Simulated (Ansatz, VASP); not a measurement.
## AlCo: VASP beside Ansatz

```
Al Co
1.0
     2.79394    0.00000    0.00000
     0.00000    2.79394    0.00000
     0.00000    0.00000    2.79394
Al Co
1 1
Direct
  0.00000 0.00000 0.00000
  0.50000 0.50000 0.50000
```

Alike in both runs: task single point; functional PBE; k mesh 20 × 20 × 20; occupations gaussian, width 0.1 eV; no spin polarisation.

```csv
,VASP,Ansatz
version,VASP 6.6.1,Ansatz 0.2.0
potentials or method,"VASP PAW PBE potentials, release 64 (Al, Co), cutoff 520 eV","scalar-relativistic, plane waves, PAW"
valence electrons in the cell,12,20
```

|  | VASP | Ansatz | Ansatz less VASP |
| --- | --- | --- | --- |
| gap on the k mesh at the Fermi level (eV) | none | none | - |
| pressure (GPa) | 12.2 | 12.6 | +0.38 |

A gap of «none» marks a metal or a gap that the smearing closes. VASP's potentials hold 12 valence electrons a cell and Ansatz's 20, so a difference there can come from the potentials and not from the codes.
